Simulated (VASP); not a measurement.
# LiAl16O24 (a cell with a defect) (Li interstitial hop between voids) in VASP: a series of runs

Aim: see how the results for LiAl16O24 (a cell with a defect) (Li interstitial hop between voids) move with the level of theory and the settings. Levels: r2SCAN, HSE06. Tasks: single point.

Program: VASP 6.6.1. These are calculated values, not measurements. Logs are shortened: lines on timing, memory, paths and dates and some standing lists are left out, and cuts for length are marked.

**1. The cell of the first run**

The cell holds a defect, 41 atoms: a = 5.181 Å, b = 10.361 Å, c = 10.361 Å, α = 55.29°, β = 55.29°, γ = 55.29°.

**2. Single point, r2SCAN**

POSCAR

```
LiAl16O24
1.0
    2.4039417600      1.3879164200      4.3742070900
   -4.8078835200      2.7758328500      8.7484141900
    0.0000000000     -5.5516656900      8.7484141900
Al O Li
16 24 1
Direct
    0.6433249500      0.3231726000      0.3274792700
    0.8508154100      0.4263657700      0.4274075200
    0.1447751800      0.0751762600      0.0744905500
    0.3498384900      0.1739615900      0.1796948500
    0.6418075700      0.3174719300      0.8195486700
    0.8313948600      0.4185090300      0.9175090500
    0.1456385000      0.0733604900      0.5742078600
    0.3515098900      0.1754592200      0.6755755400
    0.6449920400      0.8257948100      0.3258750200
    0.8508767100      0.9278833400      0.4272533800
    0.1651346000      0.5827072200      0.0839709300
    0.3546680900      0.6837772200      0.1819186200
    0.6466627700      0.8273018900      0.8217514900
    0.8517764400      0.9260419000      0.9269786900
    0.1456815800      0.5748925300      0.5740584400
    0.3532313600      0.6780657200      0.6739803600
    0.4421970900      0.0282695200      0.3761007300
    0.9425579000      0.1276307900      0.2774262500
    0.0626657500      0.3803629300      0.2160335400
    0.7446640900      0.2199943900      0.0256540900
    0.2476068000      0.2786406500      0.4718521300
    0.5720667700      0.4708735000      0.1214401600
    0.4429890000      0.0285193100      0.8759273400
    0.9439711800      0.1228779900      0.7769304400
    0.0463855700      0.3761123000      0.7190475000
    0.7487506200      0.2234675000      0.5269541000
    0.2348073100      0.2836771400      0.9695796800
    0.5485893000      0.4726957400      0.6260974000
    0.4479308900      0.5285661600      0.3753633400
    0.9501388900      0.6251305200      0.2824232600
    0.0525465500      0.8783629500      0.2245398700
    0.7616745800      0.7175759100      0.0319166000
    0.2477537800      0.7777930300      0.4745190800
    0.5535310800      0.9727227500      0.1255336400
    0.4244438900      0.5303616000      0.8800405300
    0.9338269400      0.6208780100      0.7854388700
    0.0539674000      0.8735972700      0.7240523000
    0.7488917300      0.7226307300      0.5296112900
    0.2518877000      0.7812261400      0.9758219200
    0.5543027800      0.9729998000      0.6253471000
    0.9981478100      0.5007010000      0.0006968700
```

INCAR.step1

```
PREC = Accurate ; ENCUT = 520
ISMEAR = -1 ; SIGMA = 0.01
LREAL = Auto ; LASPH = True
NELM = 100 ; NBANDS = 124
NELECT = 194.0 ; GGA = PE
ALGO = Normal ; EDIFF = 1E-4
LWAVE = True ; LCHARG = False
```

INCAR.step2

```
PREC = Accurate ; ENCUT = 520
EDIFF = 1E-6 ; ISMEAR = -1
SIGMA = 0.01 ; LREAL = Auto
LASPH = True ; NELM = 100
ALGO = Normal ; ISIF = 2
LWAVE = False ; LCHARG = False
METAGGA = R2SCAN ; LMIXTAU = True
NBANDS = 124 ; NELECT = 194.0
ISTART = 1
```

KPOINTS

```
Automatic mesh
0
Gamma
  1 1 1
  0.25 0.25 0.25
```

Potentials or basis: VASP PAW PBE potentials, release 64 (Al, O, Li_sv).

Launch:

```bash
cat potpaw_PBE.64/Al/POTCAR potpaw_PBE.64/O/POTCAR potpaw_PBE.64/Li_sv/POTCAR > POTCAR
cp INCAR.step1 INCAR
mpirun -np 1 vasp_std > vasp.out
cp INCAR.step2 INCAR
mpirun -np 1 vasp_std > vasp.out
```

OUTCAR:

```text
PREC = Accurate
   ENCUT = 520
   EDIFF = 1E-6
   ISMEAR = -1
   LREAL = Auto
   LASPH = True
   NELM = 100
   ISIF = 2
   METAGGA = R2SCAN
   NELECT = 194.0
   ISTART = 1

 ion  position               nearest neighbor table
   1  0.643  0.323  0.327-  21 1.86  18 1.87  22 1.89  26 1.96  29 1.99  19 2.06   2 2.68   8 2.79
                            41 2.81   4 2.83  12 2.87  10 3.23   2 3.24
   2  0.851  0.426  0.427-  21 1.86  28 1.88  30 1.89  29 1.97  26 1.98  19 2.02   1 2.68  11 2.79
                            15 2.82   7 2.82   5 3.18   1 3.24   9 3.27
   3  0.145  0.075  0.074-  31 1.86  23 1.88  20 1.90  18 1.99  27 1.99  34 1.99   4 2.68   6 2.79
                            10 2.82  14 2.83  12 3.18   4 3.25   8 3.26
   4  0.350  0.174  0.180-  17 1.85  20 1.87  19 1.89  18 1.97  34 1.98  27 2.07   3 2.68   9 2.79
                            41 2.81   1 2.83   5 2.87   7 3.22   3 3.25
   5  0.642  0.317  0.820-  24 1.83  28 1.84  27 1.86  25 2.02  20 2.02  35 2.11   6 2.57  41 2.82
                             8 2.83   4 2.87  16 2.87  14 3.18   2 3.18   6 3.33
   6  0.831  0.419  0.918-  25 1.88  20 1.88  35 1.89  27 1.93  36 1.93  22 1.95  41 2.18   5 2.57
                            11 2.77   3 2.79  15 2.79   5 3.33
   7  0.146  0.073  0.574-  17 1.86  26 1.88  37 1.88  24 1.97  40 2.00  21 2.00   8 2.68  10 2.82
                            14 2.82   2 2.82   4 3.22  16 3.23   8 3.25
   8  0.352  0.175  0.676-  25 1.88  26 1.88  23 1.88  40 1.97  21 1.99  24 2.00   7 2.68   1 2.79
                            13 2.79   5 2.83   7 3.25   3 3.26  15 3.27
   9  0.645  0.826  0.326-  30 1.88  33 1.88  34 1.88  17 1.97  38 1.99  31 2.00  10 2.68  16 2.79
                             4 2.79  12 2.83  10 3.25  14 3.26   2 3.27
  10  0.851  0.928  0.427-  40 1.86  33 1.88  18 1.88  31 1.97  17 2.00  38 2.00   9 2.68   7 2.82
                             3 2.82  15 2.82  13 3.22   1 3.23   9 3.25
  11  0.165  0.583  0.084-  30 1.88  39 1.88  22 1.89  32 1.93  19 1.93  35 1.95  41 2.18  12 2.57
                             6 2.77  14 2.79   2 2.79  12 3.33
  12  0.355  0.684  0.182-  31 1.83  29 1.84  32 1.86  30 2.02  39 2.02  22 2.11  11 2.57  41 2.82
                             9 2.83  13 2.87   1 2.87   3 3.18  15 3.18  11 3.33
  13  0.647  0.827  0.822-  40 1.85  39 1.87  36 1.89  37 1.97  23 1.98  32 2.07  14 2.68   8 2.79
                            41 2.81  16 2.83  12 2.87  10 3.22  14 3.25
  14  0.852  0.926  0.927-  24 1.86  34 1.88  39 1.90  37 1.99  32 1.99  23 1.99  13 2.68  11 2.79
                             7 2.82   3 2.83   5 3.18  13 3.25   9 3.26
  15  0.146  0.575  0.574-  38 1.86  29 1.88  25 1.89  28 1.97  33 1.98  36 2.02  16 2.68   6 2.79
                             2 2.82  10 2.82  12 3.18  16 3.24   8 3.27
  16  0.353  0.678  0.674-  38 1.86  37 1.87  35 1.89  33 1.96  28 1.99  36 2.06  15 2.68   9 2.79
                            41 2.81  13 2.83   5 2.87   7 3.23  15 3.24
  17  0.442  0.028  0.376-   4 1.85   7 1.86   9 1.97  10 2.00
  18  0.943  0.128  0.277-   1 1.87  10 1.88   4 1.97   3 1.99
  19  0.063  0.380  0.216-   4 1.89  11 1.93  41 1.96   2 2.02   1 2.06
  20  0.745  0.220  0.026-   4 1.87   6 1.88   3 1.90   5 2.02
  21  0.248  0.279  0.472-   1 1.86   2 1.86   8 1.99   7 2.00
  22  0.572  0.471  0.121-   1 1.89  11 1.89  41 1.93   6 1.95  12 2.11
[... 232 lines left out ...]
     AMIX     =   0.40;   BMIX     =  1.00
     AMIX_MAG =   1.60;   BMIX_MAG =  1.00
  volume/ion in A,a.u.               =       8.54        57.65
  Fermi-wavevector in a.u.,A,eV,Ry     =   1.344444  2.540631 24.592943  1.807530
  Thomas-Fermi vector in A             =   2.472437
   LORBIT       =      0    0 simple, 1 ext, 2 COOP (PROOUT), +10 PAW based schemes
   METAGGA = R2SCAN    functional components
   LHFCALC =     F    Hartree Fock is set to
   AEXX    =    0.0000 exact exchange contribution
   IVDW    =     0    specifies the selected vdW correction
   LEPSILON=     F    determine dielectric tensor
   LRPA    =     F    only Hartree local field effects (RPA)
 non-spin polarized calculation
  energy-cutoff  :      520.00
  volume of cell :      350.27
 maximum number of plane-waves:      9444
 NGX is ok and might be reduce to    40
   NGX = 19   NGY = 39   NGZ = 39

 number of electron     194.0000008 magnetization

 Free energy of the ion-electron system (eV)
  ---------------------------------------------------
  ext. energy  EPLUGINS =         0.00000000
  ---------------------------------------------------
  free energy    TOTEN  =      -396.28183564 eV

  energy without entropy =     -396.28183564  energy(sigma->0) =     -396.28183564

 E-fermi :   5.7051     XC(G=0): -12.1208

 val. band max:        5.4274857671   @ k =   0.2500   0.2500   0.2500
 cond. band min:      13.1070509993   @ k =   0.2500   0.2500   0.2500
 fundamental gap:      7.6795652322
 Fermi energy:         5.7050846127

 k-point     1 :       0.2500    0.2500    0.2500
  band No.  band energies     occupation
      1     -38.6336      2.00000
      2     -14.2502      2.00000
      3     -13.3440      2.00000
      4     -13.2772      2.00000
      5     -13.2151      2.00000
      6     -13.1784      2.00000
[... 101 lines left out ...]
    108      16.2996      0.00000
    109      16.4738      0.00000
 [bands above 109 left out]

------------------------ aborting loop because EDIFF is reached ----------------------------------------

  FORCE on cell =-STRESS in cart. coord.  units (eV):
  Direction    XX          YY          ZZ          XY          YZ          ZX
  --------------------------------------------------------------------------------------
  -------------------------------------------------------------------------------------
  Total      -26.7686456    -26.7211092    -15.3807605      0.0527245     -0.0742610     -0.3928467
  in kB     -122.4444606   -122.2270205    -70.3542848      0.2411709     -0.3396829     -1.7969493
  external PRESSURE =    -105.0085886 kB  Pullay stress =       0.0000000 kB

 VOLUME and BASIS-vectors are now :
 -----------------------------------------------------------------------------
  energy-cutoff  :      520.00
  volume of cell :      350.27
      direct lattice vectors                 reciprocal lattice vectors
     2.403941760  1.387916420  4.374207090     0.207991728  0.120084080  0.076204287
    -4.807883520  2.775832850  8.748414190    -0.103995864  0.060042040  0.038102144
     0.000000000 -5.551665690  8.748414190    -0.000000000 -0.120084080  0.038102144

 POSITION                                       TOTAL-FORCE (eV/Angst)
 -----------------------------------------------------------------------------------
     -0.00726     -0.02810      8.50621         0.003794     -0.028113      0.032105
     -0.00461     -0.00844     11.19081        -0.001935     -0.008499     -0.031530
     -0.01341     -0.00393      1.94262         0.003832     -0.006170      0.029241
      0.00460     -0.02917      4.62420         0.034022     -0.015830     -0.037419
      0.01650     -2.77784     12.75453         0.036536      0.014609      0.035068
     -0.01352     -2.77809     15.32473        -0.000112      0.000739     -0.059012
[... 33 lines left out ...]
     -3.34556     -0.00151     16.40764        -0.018520     -0.002023      0.012582
     -0.00782      2.77134      8.75254        -0.001297     -0.011820     -0.013261
 -----------------------------------------------------------------------------------
    total drift:                               -0.014142     -0.022883     -0.001411

  FREE ENERGIE OF THE ION-ELECTRON SYSTEM (eV)
  ---------------------------------------------------
  free  energy   TOTEN  =      -396.2818356370 eV

  energy  without entropy=     -396.2818356370  energy(sigma->0) =     -396.28183564
```

OSZICAR.step1:

```text
N       E                     dE             d eps       ncg     rms          rms(c)
DAV:   1     0.109360590770E+04    0.10936E+04   -0.10255E+05   248   0.151E+03
DAV:   2    -0.264934213126E+03   -0.13585E+04   -0.13264E+04   308   0.335E+02
DAV:   3    -0.339122438253E+03   -0.74188E+02   -0.73894E+02   304   0.827E+01
DAV:   4    -0.341033526340E+03   -0.19111E+01   -0.19055E+01   392   0.109E+01
DAV:   5    -0.341070310999E+03   -0.36785E-01   -0.36773E-01   328   0.145E+00    0.344E+01
DAV:   6    -0.309892463815E+03    0.31178E+02   -0.13310E+02   280   0.314E+01    0.119E+01
DAV:   7    -0.309971531944E+03   -0.79068E-01   -0.31873E+00   288   0.504E+00    0.655E+00
DAV:   8    -0.309999266687E+03   -0.27735E-01   -0.32560E-01   296   0.237E+00    0.185E+00
DAV:   9    -0.310027618096E+03   -0.28351E-01   -0.95213E-02   304   0.113E+00    0.548E-01
DAV:  10    -0.310030646719E+03   -0.30286E-02   -0.92483E-03   288   0.339E-01    0.219E-01
DAV:  11    -0.310030494137E+03    0.15258E-03   -0.20409E-03   304   0.179E-01    0.126E-01
DAV:  12    -0.310030626253E+03   -0.13212E-03   -0.40839E-04   256   0.721E-02    0.347E-02
DAV:  13    -0.310030630228E+03   -0.39752E-05   -0.11029E-04   160   0.445E-02
   1 F= -.31003063E+03 E0= -.31003063E+03  d E =0.000000E+00
```

Wall time 6 min (1 thread of Intel Xeon Platinum 8488C (Sapphire Rapids), shared host); peak memory 0.6 GiB.

What came out:

```yaml
Free_energy: -396.2818 eV
Largest_force: 0.082 eV/Å
```

Forces in eV/Å, atoms in the order of the input:
```
Al   0.004 -0.028  0.032
Al  -0.002 -0.008 -0.032
Al   0.004 -0.006  0.029
Al   0.034 -0.016 -0.037
Al   0.037  0.015  0.035
Al   0.000  0.001 -0.059
Al  -0.001 -0.001  0.050
Al  -0.001  0.005 -0.053
Al   0.000 -0.005  0.058
Al   0.002  0.006 -0.051
Al  -0.002 -0.005  0.057
Al  -0.035 -0.015 -0.033
Al  -0.034  0.017  0.037
Al  -0.006  0.005 -0.028
Al   0.004  0.009  0.033
Al  -0.006  0.027 -0.031
O    0.021  0.000 -0.010
O    0.010  0.025  0.019
O   -0.018 -0.012  0.004
O   -0.049  0.042  0.028
O    0.018 -0.015  0.009
O   -0.059 -0.005 -0.035
O    0.039  0.001 -0.011
O   -0.015  0.020 -0.008
O   -0.021 -0.071  0.035
O   -0.015  0.032 -0.011
O    0.013 -0.003 -0.010
O   -0.016 -0.021  0.001
O    0.018  0.022  0.000
O    0.019  0.071 -0.032
O    0.017 -0.020  0.007
O   -0.009  0.011  0.010
O    0.019 -0.031  0.013
O   -0.040  0.000  0.011
O    0.056  0.004  0.032
O    0.019  0.014  0.000
O   -0.013 -0.025 -0.018
O   -0.015  0.015 -0.009
O    0.047 -0.041 -0.028
O   -0.019 -0.002  0.013
Li  -0.001 -0.012 -0.013
```

Caveat: the k points lie up to 1.58 Å⁻¹ apart; the cell carries a net charge on a neutralising background, which shifts energy and pressure; the cell is charged against a uniform background, so pressure and absolute levels hang on convention; the cutoff is under 1.25 times the usual one of these potentials, so pressure, stress and relaxed cells hold a basis-set (Pulay) error; the PAW data sets were made with another functional, which shifts forces and pressure a little.

**3. Single point, r2SCAN**

POSCAR

```
LiAl16O24
1.0
    2.4039417600      1.3879164200      4.3742070900
   -4.8078835200      2.7758328500      8.7484141900
    0.0000000000     -5.5516656900      8.7484141900
Al O Li
16 24 1
Direct
    0.6656531400      0.3331993800      0.3322526000
    0.8550846300      0.4311668700      0.4333201300
    0.1423021400      0.0688450000      0.0670492600
    0.3318021000      0.1668225300      0.1680712300
    0.6452128000      0.3237318200      0.8247414400
    0.8502942600      0.4289418100      0.9235027200
    0.1470863500      0.0710459900      0.5768680900
    0.3522207300      0.1762562100      0.6756068400
    0.6461331500      0.8233571700      0.3244106300
    0.8536404600      0.9232474900      0.4276366300
    0.1437975400      0.5767565700      0.0727181000
    0.3512942800      0.6766454500      0.1759557800
    0.6460533700      0.8234784300      0.8229295200
    0.8519464200      0.9248475500      0.9250086800
    0.1454427200      0.5751489300      0.5753657300
    0.3513237900      0.6765233500      0.6774406200
    0.4342243000      0.0347203000      0.3704297200
    0.9248962600      0.1292787500      0.2799190100
    0.0725427600      0.3707289200      0.2204146300
    0.7353100000      0.2188679800      0.0332304000
    0.2620898100      0.2811452900      0.4671296700
    0.5632068800      0.4652828000      0.1299242200
    0.4443568700      0.0261807000      0.8724671300
    0.9434634400      0.1251799300      0.7780459800
    0.0539533800      0.3748018400      0.7223144900
    0.7522961000      0.2250626300      0.5308100000
    0.2451242100      0.2749463300      0.9695290400
    0.5530401800      0.4738374800      0.6278933100
    0.4506116200      0.5316497000      0.3747293200
    0.9483720800      0.6246208300      0.2781350600
    0.0490498700      0.8753772800      0.2222438400
    0.7481159100      0.7211036300      0.0281721600
    0.2492829500      0.7789054900      0.4722018400
    0.5468305400      0.9683598000      0.1256309500
    0.4429968800      0.5267131400      0.8771797000
    0.9426294500      0.6253649700      0.7778325900
    0.0547449000      0.8746303400      0.7225308800
    0.7481974200      0.7238102200      0.5273515700
    0.2491900100      0.7761971200      0.9730275600
    0.5543972600      0.9733013700      0.6231725900
    0.4986131700      0.2499783700      0.2502604500
```

INCAR.step1

```
PREC = Accurate
ENCUT = 520
ISMEAR = -1
SIGMA = 0.01
LREAL = Auto
LASPH = T
NELM = 80
NELECT = 194.0
NBANDS = 124
GGA = PE
ALGO = Normal
EDIFF = 1E-4
LWAVE = T
LCHARG = F
```

INCAR.step2

```
PREC = Accurate
ENCUT = 520
EDIFF = 1E-6
ISMEAR = -1
SIGMA = 0.01
LREAL = Auto
LASPH = T
NELM = 80
ALGO = Normal
ISIF = 2
LWAVE = F
LCHARG = F
METAGGA = R2SCAN
LMIXTAU = T
NELECT = 194.0
NBANDS = 124
ISTART = 1
```

KPOINTS is that of step 2.

Potentials or basis: VASP PAW PBE potentials, release 64 (Al, O, Li_sv).

Launch:

```bash
cat potpaw_PBE.64/Al/POTCAR potpaw_PBE.64/O/POTCAR potpaw_PBE.64/Li_sv/POTCAR > POTCAR
cp INCAR.step1 INCAR
mpirun -np 1 vasp_std > vasp.out
cp INCAR.step2 INCAR
mpirun -np 1 vasp_std > vasp.out
```

Wall time 5.7 min (1 thread of Intel Xeon Platinum 8488C (Sapphire Rapids), shared host); peak memory 0.6 GiB.

It converged, with:

| Property | Result |
| --- | --- |
| Free energy | -396.2819 eV |
| Largest force | 0.081 eV/Å |

Forces on the atoms (eV/Å):
```
Al  -0.009 -0.002  0.059
Al  -0.034 -0.021 -0.027
Al   0.032  0.022  0.027
Al   0.008  0.000 -0.058
Al  -0.005  0.012  0.033
Al  -0.002  0.039 -0.032
Al   0.003 -0.037  0.034
Al   0.004 -0.013 -0.034
Al   0.009 -0.007  0.033
Al   0.023 -0.021 -0.032
Al  -0.023  0.018  0.033
Al  -0.012  0.005 -0.035
Al   0.001  0.001  0.049
Al   0.008 -0.001 -0.057
Al  -0.007  0.002  0.058
Al   0.001 -0.002 -0.049
O    0.022  0.012 -0.002
O    0.028  0.051  0.039
O   -0.033 -0.052 -0.038
O    0.002  0.015 -0.016
O    0.001 -0.014  0.021
O   -0.020 -0.014  0.002
O    0.009 -0.021 -0.005
O    0.016  0.032 -0.006
O   -0.017 -0.029  0.006
O   -0.013  0.068 -0.027
O    0.016 -0.068  0.029
O   -0.007  0.021  0.005
O    0.072 -0.016 -0.035
O    0.027  0.006  0.002
O   -0.025 -0.004 -0.001
O   -0.009  0.017  0.009
O    0.008 -0.018 -0.009
O   -0.069  0.014  0.036
O    0.031 -0.006  0.018
O    0.013  0.018 -0.011
O   -0.013 -0.018  0.012
O   -0.015  0.032  0.008
O    0.018 -0.030 -0.010
O   -0.031  0.003 -0.019
Li  -0.008  0.005 -0.010
```

Levels at points of the mesh, in eV from the Fermi level:
```csv
k point,band 95,band 96,band 97,band 98,band 99,band 100
"(0.25, 0.25, 0.25)",-0.56,-0.36,-0.31,7.37,9.60,9.80
```

Caveat: the k points lie up to 1.58 Å⁻¹ apart; the cell carries a net charge on a neutralising background, which shifts energy and pressure; the cell is charged against a uniform background, so pressure and absolute levels hang on convention; the cutoff is under 1.25 times the usual one of these potentials, so pressure, stress and relaxed cells hold a basis-set (Pulay) error; the PAW data sets were made with another functional, which shifts forces and pressure a little.

[end of part 1 of 2]
